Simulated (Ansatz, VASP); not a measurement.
**Two plane-wave programs on W**

```xyz
4
Lattice="3.5667 0.0000 0.0000 -1.7833 3.0888 0.0000 0.0000 0.0000 5.8850" Properties=species:S:1:pos:R:3 pbc="T T T"
W     0.0000    2.0592    2.5747
W     1.7833    1.0296    5.5172
W     1.7833    1.0296    3.3103
W     0.0000    2.0592    0.3678
```

Alike in both runs: task single point; functional PBEsol; k mesh 6 × 6 × 4; occupations gaussian, width 0.1 eV; no spin polarisation.

|  | VASP | Ansatz |
| --- | --- | --- |
| version | VASP 6.6.1 | Ansatz 0.2.0 |
| potentials or method | VASP PAW PBE potentials, release 64 (W_sv), cutoff 520 eV | scalar-relativistic, plane waves, PAW |
| valence electrons in the cell | 56 | 56 |

```tsv
	VASP	Ansatz	Ansatz less VASP
gap on the k mesh at the Fermi level (eV)	none	none	-
rms of the force components (eV/Å)	1.129	1.082	-0.0469
```

VASP's potentials were made for PBE, not for PBEsol. Atom by atom the forces differ by 0.047 eV/Å (rms over components). A gap of «none» marks a metal or a gap that the smearing closes.

Neither program's run includes spin-orbit coupling.
